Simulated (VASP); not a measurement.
Write the native input for VASP 6.6.1 that does the following.

- Task: single point
- Functional: PBE
- Potentials or basis: VASP PAW PBE potentials, release 64 (K_sv, Mg, F)
- Cutoff: 520 eV
- k mesh: 6 × 6 × 6
- Occupations: gaussian, width 0.05 eV
- Spin: no spin polarisation
- Dipole correction: no
- Further INCAR settings: ALGO = Normal; EDIFF = 1e-07; NBANDS = 24

The structure of KMgF3 lies in POSCAR:

```
KMgF3
1.0
    3.9859000000      0.0000000000      0.0000000000
    0.0000000000      3.9859000000      0.0000000000
    0.0000000000      0.0000000000      4.1453360000
K Mg F
1 1 3
Direct
    0.5000000000      0.5000000000      0.5000000000
    0.0000000000      0.0000000000      0.0000000000
    0.5000000000      0.0000000000      0.0000000000
    0.0000000000      0.5000000000      0.0000000000
    0.0000000000      0.0000000000      0.5000000000
```

This cell differs from its parent crystal: strain +0.000 along x and y, +0.040 along z.

One way to write it, as run:

INCAR

```
SYSTEM = KMgF3
PREC = Accurate
ENCUT = 520
EDIFF = 1E-7
ISMEAR = 0
SIGMA = 0.05
LREAL = .FALSE.
LASPH = .TRUE.
NELM = 80
ALGO = Normal
ISIF = 2
LWAVE = .FALSE.
LCHARG = .TRUE.
GGA = PE
LELF = .TRUE.
LVHAR = .TRUE.
NBANDS = 24
```

KPOINTS

```
Automatic mesh
0
G
  6 6 6
  0 0 0
```

Potentials or basis: VASP PAW PBE potentials, release 64 (K_sv, Mg, F).

Command:

```console
$ cat potpaw_PBE.64/K_sv/POTCAR potpaw_PBE.64/Mg/POTCAR potpaw_PBE.64/F/POTCAR > POTCAR
$ mpirun -np 1 vasp_std > vasp.out
```

Results of the run:

- Pressure: 0.5 GPa
- Band gap on the k mesh: 6.99 eV (least direct gap 7.33 eV)

Caveat: the cell differs from its parent crystal (strain +0.000 along x and y, +0.040 along z).

Wall time 55 s on 1 thread of Intel(R) Xeon(R) Platinum 8259CL CPU @ 2.50GHz (Skylake/Cascade Lake), with other jobs on the host, peak memory 0.21 GiB.
